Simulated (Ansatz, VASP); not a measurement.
One calculation of BaS, two programs

File INCAR:

```
SYSTEM = BaS
PREC     = Accurate       ! precision mode
ENCUT    = 520            ! plane-wave cutoff, eV
EDIFF    = 1E-8           ! SCF threshold, eV
ISMEAR   = -1             ! smearing method
SIGMA    = 0.02           ! smearing width, eV
LREAL    = .FALSE.        ! projectors in reciprocal space
LASPH    = .TRUE.         ! aspherical terms in the spheres
NELM     = 60             ! most SCF steps
ALGO     = Normal         ! electronic algorithm
ISIF     = 2              ! what is computed and relaxed
LWAVE    = .FALSE.        ! write WAVECAR
LCHARG   = .FALSE.        ! write CHGCAR
GGA      = PE             ! functional
LEFG     = .TRUE.       
NBANDS   = 15             ! bands
```

File KPOINTS:

```
regular mesh
0
G
  8 8 8
  0 0 0
```

The input POSCAR:

```
BaS
1.0
    0.0000000000      3.2149012787      3.2149012787
    3.2149012787      0.0000000000      3.2149012787
    3.2149012787      3.2149012787      0.0000000000
Ba S
1 1
Direct
    0.0000000000      0.0000000000      0.0000000000
    0.5000000000      0.5000000000      0.5000000000
```

Input for Ansatz:

```yaml
crystal:
  lattice:
    - [0.0, 3.2149012787, 3.2149012787]
    - [3.2149012787, 0.0, 3.2149012787]
    - [3.2149012787, 3.2149012787, 0.0]
  atoms:
    - { symbol: Ba, position: [0.0, 0.0, 0.0] }
    - { symbol: S, position: [0.5, 0.5, 0.5] }
kpoints:
  mp_grid: { grid: [8, 8, 8] }
scf:
  occupations: { method: fermi_dirac, width: 0.02 }
hamiltonian:
  xc: pbe
  pseudopotentials: { kind: paw }
output:
  forces: true
  stress: true
  eigenvalues: true
  efg: { contact_densities: true }
```

Change from the starting cell: volume scaled by 1.02, PAW files.

Alike in both runs: task electric field gradients; functional PBE; k mesh 8 × 8 × 8; occupations fermi-dirac, width 0.02 eV; no spin polarisation.

```csv
,VASP,Ansatz
version,VASP 6.6.1,Ansatz 0.2.0
potentials or method,"VASP PAW PBE potentials, release 64 (Ba_sv, S)","PAW with Ansatz's default frozen-core files, scalar-relativistic"
plane-wave cutoff (eV),520,420
valence electrons in the cell,16,16
```

|  | VASP | Ansatz | Ansatz less VASP |
| --- | --- | --- | --- |
| gap on the k mesh at the Fermi level (eV) | 2.14 | 2.23 | +0.095 |
| pressure (GPa) | 0.5 | 0.0 | -0.55 |

Spin-orbit coupling is off throughout.
